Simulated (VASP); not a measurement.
A run of VASP 6.6.1 is set up as follows.

File POSCAR:

```
Sr
1.0
    0.0000000000      3.0521104090      3.0521104090
    3.0521104090      0.0000000000      3.0521104090
    3.0521104090      3.0521104090      0.0000000000
Sr
1
Direct
    0.0000000000      0.0000000000      0.0000000000
```

The input INCAR.step1:

```
PREC = Accurate ; ENCUT = 520
ISMEAR = -1 ; SIGMA = 0.1
LREAL = False ; LASPH = True
NELM = 60 ; NBANDS = 11
GGA = PE ; ALGO = Normal
EDIFF = 1E-4 ; LWAVE = True
LCHARG = False
```

File INCAR.step2:

```
PREC = Accurate ; ENCUT = 520
EDIFF = 1E-7 ; ISMEAR = -1
SIGMA = 0.1 ; LREAL = False
LASPH = True ; NELM = 60
ALGO = Normal ; ISIF = 2
LWAVE = False ; LCHARG = False
METAGGA = R2SCAN ; LMIXTAU = True
NBANDS = 11 ; ISTART = 1
```

The input KPOINTS:

```
regular mesh
0
Gamma
  15 15 15
```

Potentials or basis: VASP PAW PBE potentials, release 64 (Sr_sv).

Run with:

```bash
$ cat potpaw_PBE.64/Sr_sv/POTCAR > POTCAR
$ cp INCAR.step1 INCAR
$ mpirun -np 1 vasp_std > vasp.out
$ cp INCAR.step2 INCAR
$ mpirun -np 1 vasp_std > vasp.out
```

Task: Predict the pressure.

Result: 0.0 GPa.

Task: What does it give for the band gap on the k mesh?

Result: Zero (band 5 reaches 1.59 eV, above the bottom of band 6 at 1.43 eV).

Caveat: the PAW data sets were made with another functional, which shifts forces and pressure a little.
